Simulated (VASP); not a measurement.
# SnO2 in VASP: a series of runs, part 2 of 2

VASP 6.6.1.

## (3) Single point, r2SCAN+rVV10

This run uses another cell than the first one, of 12.59 Å³/atom.

Input file POSCAR:

```
SnO2
1.0
    4.7880040000      0.0000000000      0.0000000000
    0.0000000000      4.8665820000      0.0000000000
    0.0000000000      0.0000000000      3.2408980000
Sn O
2 4
Direct
    0.5000000000      0.5000000000      0.5000000000
    0.0000000000      0.0000000000      0.0000000000
    0.2918550000      0.3210420000      0.0000000000
    0.7918550000      0.1789580000      0.5000000000
    0.2081450000      0.8210420000      0.5000000000
    0.7081450000      0.6789580000      0.0000000000
```

Input file INCAR.step1:

```
PREC = Accurate
ENCUT = 660
ISMEAR = 0
SIGMA = 0.1
LREAL = False
LASPH = True
NELM = 120
NBANDS = 35
GGA = PE
ALGO = Normal
EDIFF = 1E-5
LWAVE = True
LCHARG = False
GGA_COMPAT = False
```

Input file INCAR.step2:

```
PREC = Accurate
ENCUT = 660
EDIFF = 1E-6
ISMEAR = 0
SIGMA = 0.1
LREAL = False
LASPH = True
NELM = 120
ALGO = Normal
ISIF = 2
LWAVE = False
LCHARG = False
METAGGA = R2SCAN
LMIXTAU = True
LUSE_VDW = True
IVDW_NL = 2
BPARAM = 11.95
CPARAM = 0.0093
NBANDS = 35
ISTART = 1
GGA_COMPAT = False
```

Input file KPOINTS:

```
Automatic mesh
0
Gamma
  4 4 6
```

Potentials or basis: VASP PAW PBE potentials, release 64 (Sn_d, O).

On the command line:

```console
$ cat potpaw_PBE.64/Sn_d/POTCAR potpaw_PBE.64/O/POTCAR > POTCAR
$ cp INCAR.step1 INCAR
$ mpirun -np 1 vasp_std > vasp.out
$ cp INCAR.step2 INCAR
$ mpirun -np 1 vasp_std > vasp.out
```

OUTCAR:

```text
PREC = Accurate
   ENCUT = 660
   EDIFF = 1E-6
   ISMEAR = 0
   LREAL = False
   LASPH = True
   NELM = 120
   ISIF = 2
   METAGGA = R2SCAN
   IVDW_NL = 2
   BPARAM = 11.95
   ISTART = 1

 ion  position               nearest neighbor table
   1  0.500  0.500  0.500-   3 2.09   6 2.09   3 2.09   6 2.09   5 2.10   4 2.10
   2  0.000  0.000  0.000-   4 2.09   5 2.09   4 2.09   5 2.09   3 2.10   6 2.10
   3  0.292  0.321  0.000-   1 2.09   1 2.09   2 2.10
   4  0.792  0.179  0.500-   2 2.09   2 2.09   1 2.10
   5  0.208  0.821  0.500-   2 2.09   2 2.09   1 2.10
   6  0.708  0.679  0.000-   1 2.09   1 2.09   2 2.10

  LATTYP: Found a simple orthorhombic cell.
 ALAT       =     3.2408980000
 B/A-ratio  =     1.4773695439
 C/A-ratio  =     1.5016152930

  Lattice vectors:

 A1 = (   0.0000000000,   0.0000000000,   3.2408980000)
 A2 = (   4.7880040000,   0.0000000000,   0.0000000000)
 A3 = (   0.0000000000,   4.8665820000,   0.0000000000)

Analysis of symmetry for initial positions (statically):
=====================================================================
 Subroutine PRICEL returns:
 Original cell was already a primitive cell.

 Routine SETGRP: Setting up the symmetry group for a
 simple orthorhombic supercell.

 Subroutine GETGRP returns: Found  8 space group operations
 (whereof  4 operations were pure point group operations)
 out of a pool of  8 trial point group operations.

The static configuration has the point symmetry C_2h.
 The point group associated with its full space group is D_2h.

Analysis of symmetry for dynamics (positions and initial velocities):
=====================================================================
 Subroutine PRICEL returns:
 Original cell was already a primitive cell.

[... 134 lines left out ...]
   IMIX   =      4    mixing-type and parameters
     AMIX     =   0.40;   BMIX     =  1.00
     AMIX_MAG =   1.60;   BMIX_MAG =  1.00
  volume/ion in A,a.u.               =      12.59        84.94
  Fermi-wavevector in a.u.,A,eV,Ry     =   1.445644  2.731871 28.434627  2.089886
  Thomas-Fermi vector in A             =   2.563802
   LORBIT       =      0    0 simple, 1 ext, 2 COOP (PROOUT), +10 PAW based schemes
   METAGGA = R2SCAN    functional components
   LHFCALC =     F    Hartree Fock is set to
   AEXX    =    0.0000 exact exchange contribution
   IVDW_NL    =     2    kernel type
   BPARAM     =11.9500
   IVDW    =     0    specifies the selected vdW correction
   LEPSILON=     F    determine dielectric tensor
   LRPA    =     F    only Hartree local field effects (RPA)
 non-spin polarized calculation
 Gauss-broadening in eV      SIGMA  =   0.10
  energy-cutoff  :      660.00
  volume of cell :       75.52
 maximum number of plane-waves:      2928
   NGX = 21   NGY = 21   NGZ = 13

 number of electron      51.9999997 magnetization

 Free energy of the ion-electron system (eV)
  ---------------------------------------------------
  ext. energy  EPLUGINS =         0.00000000
  ---------------------------------------------------
  free energy    TOTEN  =       -83.20667027 eV

  energy without entropy =      -83.20667027  energy(sigma->0) =      -83.20667027

 E-fermi :   5.4240     XC(G=0): -11.8092

 val. band max:        5.0045853324   @ k =   0.0000   0.0000   0.0000
 cond. band min:       6.4011666371   @ k =   0.0000   0.0000   0.0000
 fundamental gap:      1.3965813047
 Fermi energy:         5.4239847778

 k-point     1 :       0.0000    0.0000    0.0000
  band No.  band energies     occupation
      1     -16.5604      2.00000
      2     -15.7579      2.00000
      3     -15.5248      2.00000
      4     -15.5214      2.00000
      5     -15.5063      2.00000
      6     -15.4449      2.00000
[... 901 lines left out ...]
     34      17.1594      0.00000
     35      18.4455      0.00000

 [... further k-points ...]

------------------------ aborting loop because EDIFF is reached ----------------------------------------

  FORCE on cell =-STRESS in cart. coord.  units (eV):
  Direction    XX          YY          ZZ          XY          YZ          ZX
  --------------------------------------------------------------------------------------
  -------------------------------------------------------------------------------------
  Total       -3.8476691     -4.0011790     -4.4764582      0.0000000      0.0000000      0.0000000
  in kB      -81.6327425    -84.8896323    -94.9732288      0.0000000      0.0000000      0.0000000
  external PRESSURE =     -87.1652012 kB  Pullay stress =       0.0000000 kB

 VOLUME and BASIS-vectors are now :
 -----------------------------------------------------------------------------
  energy-cutoff  :      660.00
  volume of cell :       75.52
      direct lattice vectors                 reciprocal lattice vectors
     4.788004000  0.000000000  0.000000000     0.208855298  0.000000000  0.000000000
     0.000000000  4.866582000  0.000000000     0.000000000  0.205483027  0.000000000
     0.000000000  0.000000000  3.240898000     0.000000000  0.000000000  0.308556456

 POSITION                                       TOTAL-FORCE (eV/Angst)
 -----------------------------------------------------------------------------------
      2.39400      2.43329      1.62045         0.000000      0.000000      0.000000
      0.00000      0.00000      0.00000         0.000000      0.000000      0.000000
      1.39740      1.56238      0.00000         0.092332     -0.063520      0.000000
      3.79140      0.87091      1.62045         0.092332      0.063520      0.000000
      0.99660      3.99567      1.62045        -0.092332     -0.063520      0.000000
      3.39060      3.30420      0.00000        -0.092332      0.063520      0.000000
 -----------------------------------------------------------------------------------
    total drift:                               -0.000000      0.000000     -0.000000

  FREE ENERGIE OF THE ION-ELECTRON SYSTEM (eV)
  ---------------------------------------------------
  free  energy   TOTEN  =       -83.2066702674 eV

  energy  without entropy=      -83.2066702674  energy(sigma->0) =      -83.20667027
```

OSZICAR.step1:

```text
N       E                     dE             d eps       ncg     rms          rms(c)
DAV:   1     0.701025211619E+03    0.70103E+03   -0.29559E+04  2790   0.264E+03
DAV:   2     0.767779059558E+02   -0.62425E+03   -0.58782E+03  2640   0.679E+02
DAV:   3    -0.365823890592E+02   -0.11336E+03   -0.11091E+03  2697   0.228E+02
DAV:   4    -0.432679235092E+02   -0.66855E+01   -0.66293E+01  3206   0.587E+01
DAV:   5    -0.434306835302E+02   -0.16276E+00   -0.16249E+00  3076   0.978E+00    0.156E+01
DAV:   6    -0.372521112682E+02    0.61786E+01   -0.17535E+01  3981   0.639E+01    0.603E+00
DAV:   7    -0.373472192593E+02   -0.95108E-01   -0.19832E+00  2891   0.787E+00    0.317E+00
DAV:   8    -0.373216795043E+02    0.25540E-01   -0.19142E-01  3793   0.387E+00    0.742E-01
DAV:   9    -0.373136326715E+02    0.80468E-02   -0.35525E-02  4079   0.278E+00    0.131E-01
DAV:  10    -0.373144487260E+02   -0.81605E-03   -0.42013E-03  3248   0.584E-01    0.456E-02
DAV:  11    -0.373145308845E+02   -0.82158E-04   -0.20693E-04  3889   0.128E-01    0.202E-02
DAV:  12    -0.373145321231E+02   -0.12386E-05   -0.11118E-05  2015   0.284E-02
   1 F= -.37314532E+02 E0= -.37314532E+02  d E =-.163965E-09
```

It took 12 min on 1 thread of Oxide Virtual Turin-like, shared host; peak memory 0.43 GiB.

What came out:

```yaml
Free_energy: -83.2067 eV
Pressure: -8.7 GPa
Largest_force: 0.112 eV/Å
Band_gap_on_the_k_mesh: 1.40 eV
```

Forces on the atoms (eV/Å):
```
Sn   0.000  0.000  0.000
Sn   0.000  0.000  0.000
O    0.092 -0.064  0.000
O    0.092  0.064  0.000
O   -0.092 -0.064  0.000
O   -0.092  0.064  0.000
```

Levels at points of the mesh, in eV from the valence-band top:
| k point | band 23 | band 24 | band 25 | band 26 | band 27 | band 28 | band 29 | band 30 |
| --- | --- | --- | --- | --- | --- | --- | --- | --- |
| (0.00, 0.00, 0.00) | -1.13 | -0.65 | -0.64 | 0.00 | 1.40 | 6.42 | 6.79 | 6.95 |
| (0.50, 0.00, 0.00) | -1.10 | -1.10 | -0.46 | -0.46 | 4.50 | 4.50 | 7.33 | 7.33 |
| (0.00, 0.50, 0.00) | -1.09 | -1.09 | -0.57 | -0.57 | 4.66 | 4.66 | 7.82 | 7.82 |
| (0.50, 0.50, 0.00) | -1.22 | -1.22 | -0.78 | -0.78 | 5.01 | 5.01 | 7.89 | 7.89 |
| (0.00, 0.00, 0.50) | -1.50 | -1.50 | -1.09 | -1.09 | 6.42 | 6.42 | 10.20 | 10.20 |
| (0.50, 0.00, 0.50) | -0.87 | -0.87 | -0.70 | -0.70 | 6.72 | 6.72 | 8.60 | 8.60 |
| (0.00, 0.50, 0.50) | -1.08 | -1.08 | -0.60 | -0.60 | 6.62 | 6.62 | 8.38 | 8.38 |
| (0.50, 0.50, 0.50) | -0.87 | -0.87 | -0.71 | -0.71 | 5.17 | 5.17 | 9.39 | 9.39 |

Caveat: the cell stands under tension; the PAW data sets were made with another functional, which shifts forces and pressure a little; spin-orbit coupling is left out, which moves the levels of the heavy elements.

## (4) Single point, r2SCAN+rVV10

Input file POSCAR:

```
SnO2
1.0
    4.7434553509      0.0000000000      0.0000000000
    0.0000000000      4.7432249479      0.0000000000
    0.0000000000      0.0000000000      3.1977955935
Sn O
2 4
Direct
    0.5000000000      0.5000000000      0.5000000000
    0.0000000000      0.0000000000      0.0000000000
    0.3056934837      0.3058152725      0.0000000000
    0.8056934837      0.1941847275      0.5000000000
    0.1943065163      0.8058152725      0.5000000000
    0.6943065163      0.6941847275      0.0000000000
```

Input file INCAR.step1:

```
PREC     = Accurate       # precision mode
ENCUT    = 660            # plane-wave cutoff, eV
ISMEAR   = 0              # smearing method
SIGMA    = 0.02           # smearing width, eV
LREAL    = False          # projectors in reciprocal space
LASPH    = True           # aspherical terms in the spheres
NELM     = 120            # most SCF steps
NBANDS   = 35             # bands
GGA      = PE             # functional
ALGO     = Normal         # electronic algorithm
EDIFF    = 1E-5           # SCF threshold, eV
LWAVE    = True           # write WAVECAR
LCHARG   = False          # write CHGCAR
GGA_COMPAT= False
```

Input file INCAR.step2:

```
PREC     = Accurate       # precision mode
ENCUT    = 660            # plane-wave cutoff, eV
EDIFF    = 1E-6           # SCF threshold, eV
ISMEAR   = 0              # smearing method
SIGMA    = 0.02           # smearing width, eV
LREAL    = False          # projectors in reciprocal space
LASPH    = True           # aspherical terms in the spheres
NELM     = 120            # most SCF steps
ALGO     = Normal         # electronic algorithm
ISIF     = 2              # what is computed and relaxed
LWAVE    = False          # write WAVECAR
LCHARG   = False          # write CHGCAR
METAGGA  = R2SCAN         # meta-GGA
LMIXTAU  = True         
LUSE_VDW = True         
IVDW_NL  = 2            
BPARAM   = 11.95        
CPARAM   = 0.0093       
NBANDS   = 35             # bands
ISTART   = 1            
GGA_COMPAT= False
```

Input file KPOINTS:

```
regular mesh
0
Gamma
  6 6 8
```

On the command line:

```console
$ cat potpaw_PBE.64/Sn_d/POTCAR potpaw_PBE.64/O/POTCAR > POTCAR
$ cp INCAR.step1 INCAR
$ mpirun -np 1 vasp_std > vasp.out
$ cp INCAR.step2 INCAR
$ mpirun -np 1 vasp_std > vasp.out
```

Run time: 17 min. Hardware: 1 thread of Oxide Virtual Turin-like, shared host; peak memory 0.51 GiB.

Results (log left out):

```
Free energy            : -83.3034 eV
Pressure               : 1.2 GPa
Largest force          : 0.030 eV/Å
Band gap on the k mesh : 1.86 eV
```

Forces in eV/Å, atoms in the order of the input:
```
Sn   0.000  0.000  0.000
Sn   0.000  0.000  0.000
O   -0.021 -0.021  0.000
O   -0.021  0.021  0.000
O    0.021 -0.021  0.000
O    0.021  0.021  0.000
```

Stress tensor (GPa, compression positive):
```
1.04 0.00 0.00
0.00 1.05 0.00
0.00 0.00 1.62
```

Levels at points of the mesh, in eV from the valence-band top:
| k point | band 24 | band 25 | band 26 | band 27 | band 28 | band 29 |
| --- | --- | --- | --- | --- | --- | --- |
| (0.00, 0.00, 0.00) | -0.78 | -0.78 | 0.00 | 1.86 | 6.85 | 7.03 |
| (0.50, 0.00, 0.00) | -1.17 | -0.63 | -0.63 | 5.07 | 5.07 | 7.79 |
| (0.00, 0.50, 0.00) | -1.17 | -0.63 | -0.63 | 5.08 | 5.08 | 7.79 |
| (0.50, 0.50, 0.00) | -1.30 | -0.93 | -0.93 | 5.52 | 5.52 | 8.22 |
| (0.00, 0.00, 0.50) | -1.70 | -1.28 | -1.28 | 6.96 | 6.96 | 10.53 |
| (0.50, 0.00, 0.50) | -1.13 | -0.68 | -0.68 | 7.24 | 7.24 | 8.89 |
| (0.00, 0.50, 0.50) | -1.13 | -0.68 | -0.68 | 7.24 | 7.24 | 8.89 |
| (0.50, 0.50, 0.50) | -0.96 | -0.86 | -0.86 | 5.59 | 5.59 | 9.62 |

Caveat: the PAW data sets were made with another functional, which shifts forces and pressure a little; spin-orbit coupling is left out, which moves the levels of the heavy elements.

## (5) The runs side by side

| cell | k mesh | smearing | gap on the mesh (eV) | pressure (GPa) | largest force (eV/Å) |
| --- | --- | --- | --- | --- | --- |
| a = 4.751, b = 4.736, c = 3.195 Å, 6 atoms, atomic positions A | 4 × 4 × 6 | gaussian 0.1 eV | 1.86 | 1.3 | 0.01 |
| a = 4.788, b = 4.867, c = 3.241 Å, 6 atoms, atomic positions B | 4 × 4 × 6 | gaussian 0.1 eV | 1.40 | -8.7 | 0.11 |
| a = 4.743, b = 4.743, c = 3.198 Å, 6 atoms, atomic positions C | 6 × 6 × 8 | gaussian 0.02 eV | 1.86 | 1.2 | 0.03 |

Alike in all rows: task single point; level r2SCAN+rVV10; potentials or basis VASP PAW PBE potentials, release 64 (Sn_d, O); no spin polarisation; cutoff (eV) 660.

Caveats: the PAW data sets were made with another functional, which shifts forces and pressure a little; spin-orbit coupling is left out, which moves the levels of the heavy elements; the cell stands under tension (at least some runs).

Total energies depend on the potentials used, so only differences within one code and one set of settings carry meaning.
